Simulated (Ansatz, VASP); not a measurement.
One calculation of Ge, two programs

```xyz
8
Lattice="3.2933 -6.7873 0.0000 3.2933 6.7873 0.0000 0.0000 0.0000 3.8918" Properties=species:S:1:pos:R:3 pbc="T T T"
Ge    2.0735    2.2614    0.0000
Ge    4.5132   -2.2614    0.0000
Ge    4.5132    2.2614    0.0000
Ge    2.0735   -2.2614    0.0000
Ge    5.3718   -1.2105    1.9459
Ge    1.2149    1.2105    1.9459
Ge    1.2149   -1.2105    1.9459
Ge    5.3718    1.2105    1.9459
```

Alike in both runs: task single point; functional PBE; k mesh 4 × 4 × 4; occupations gaussian, width 0.1 eV; no spin polarisation.

|  | VASP | Ansatz |
| --- | --- | --- |
| version | VASP 6.6.1 | Ansatz 0.2.0 |
| potentials or method | VASP PAW PBE potentials, release 64 (Ge_d), cutoff 520 eV | scalar-relativistic, plane waves, PAW |
| valence electrons in the cell | 112 | 112 |

```tsv
	VASP	Ansatz	Ansatz less VASP
gap on the k mesh at the Fermi level (eV)	0.28	0.28	-0.003
least direct gap on the mesh (eV)	0.58	0.58	-0.007
pressure (GPa)	9.2	9.2	+0.03
traceless stress, the component that is largest in VASP (GPa)	2.70	2.72	+0.020
rms of the force components (eV/Å)	0.192	0.194	+0.0013
```

Atom by atom the forces differ by 0.001 eV/Å (rms over components). The functional is the same, so the differences come from potentials, cutoffs and numerics.
